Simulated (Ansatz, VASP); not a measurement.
# PtC: VASP beside Ansatz

```xyz
2
Lattice="2.8069 0.0000 0.0000 0.0000 2.8069 0.0000 0.0000 0.0000 2.8110" Properties=species:S:1:pos:R:3 pbc="T T T"
Pt    1.4034    1.4034    1.4055
C     0.0000    0.0000    0.0000
```

Alike in both runs: functional PBE; k mesh 20 × 20 × 16; occupations gaussian, width 0.1 eV; no spin polarisation.

Ansatz relaxed the structure, and its values are those at the end. VASP's run is a single point on that final structure, the one shown.

|  | VASP | Ansatz |
| --- | --- | --- |
| version | VASP 6.6.1 | Ansatz 0.2.0 |
| potentials or method | VASP PAW PBE potentials, release 64 (Pt, C), cutoff 520 eV | scalar-relativistic, plane waves, PAW |
| valence electrons in the cell | 14 | 22 |

|  | VASP | Ansatz | Ansatz less VASP |
| --- | --- | --- | --- |
| gap on the k mesh at the Fermi level (eV) | none | none | - |
| pressure (GPa) | -0.2 | 0.0 | +0.25 |

A gap of «none» marks a metal or a gap that the smearing closes. With one functional, cell and mesh, what is left measures potentials, basis and numerics. VASP's potentials hold 14 valence electrons a cell and Ansatz's 22, so a difference there can come from the potentials and not from the codes.

Spin-orbit coupling is off throughout.
